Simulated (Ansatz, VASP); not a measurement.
Os in VASP and in Ansatz

```xyz
2
Lattice="0.0000 2.7512 2.7512 2.7512 0.0000 2.7512 2.7512 2.7512 0.0000" Properties=species:S:1:pos:R:3 pbc="T T T"
Os    0.6878    0.6878    0.6878
Os    4.8146    4.8146    4.8146
```

Alike in both runs: functional PBEsol; k mesh 10 × 10 × 10; occupations fermi-dirac, width 0.1 eV; no spin polarisation.

Ansatz relaxed the structure, and its values are those at the end. VASP's run is a single point on that final structure, the one shown.

```csv
,VASP,Ansatz
version,VASP 6.6.1,Ansatz 0.2.0
potentials or method,"VASP PAW PBE potentials, release 64 (Os), cutoff 520 eV","plane waves (420 eV) with PAW, scalar-relativistic"
valence electrons in the cell,16,32
```

|  | VASP | Ansatz | Ansatz less VASP |
| --- | --- | --- | --- |
| pressure (GPa) | -1.1 | 0.0 | +1.03 |

VASP's potentials were made for PBE, not for PBEsol, and Ansatz warns of the same on its side. With one functional, cell and mesh, what is left measures potentials, basis and numerics. VASP's potentials hold 16 valence electrons a cell and Ansatz's 32, so a difference there can come from the potentials and not from the codes.

Neither program's run includes spin-orbit coupling.
